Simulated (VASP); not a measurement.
Write the native input for VASP 6.6.1 that does the following.

```yaml
Task: single point
Functional: PBE
Dispersion: D3(BJ)
Potentials_or_basis: VASP PAW PBE potentials, release 64 (Bi_d)
Cutoff: 520 eV
k_mesh: 12 × 12 × 12
Occupations: gaussian, width 0.1 eV
Spin: no spin polarisation
Dipole_correction: no
Further_INCAR_settings: ALGO = Fast; EDIFF = 1e-07; NBANDS = 22
```

The structure of Bi lies in POSCAR:

```
Bi
1.0
    2.2154817098      1.2791089616      3.6996870519
   -2.2154817098      1.2791089616      3.6996870519
    0.0000000000     -2.5582179231      3.6996870519
Bi
2
Direct
    0.2414717540      0.2414717540      0.2414717540
    0.7585282460      0.7585282460      0.7585282460
```

The input as run:

INCAR

```
SYSTEM = Bi
ALGO = Fast ; EDIFF = 1E-7
ENCUT = 520 ; GGA = PE
ISIF = 2 ; ISMEAR = 0
IVDW = 12 ; LASPH = .True.
LCHARG = .False. ; LREAL = .False.
LWAVE = .False. ; NBANDS = 22
NELM = 100 ; PREC = Accurate
SIGMA = 0.1
```

KPOINTS

```
k-points
0
Gamma
  12 12 12
  0 0 0
```

Potentials or basis: VASP PAW PBE potentials, release 64 (Bi_d).

Command:

```sh
$ cat potpaw_PBE.64/Bi_d/POTCAR > POTCAR
$ mpirun -np 1 vasp_std > vasp.out
```

Results of the run:

```yaml
Pressure: 4.8 GPa
Band_gap_on_the_k_mesh: zero (bands 15 and 16 overlap by 0.27 eV)
Dispersion_energy_per_atom: -0.509 eV
```

Caveat: the cell stands under pressure; spin-orbit coupling is left out, which moves the levels of the heavy elements.

Wall time 2.7 min on 1 thread of Intel(R) Xeon(R) Platinum 8488C (Sapphire Rapids), with other jobs on the host, peak memory 0.35 GiB.
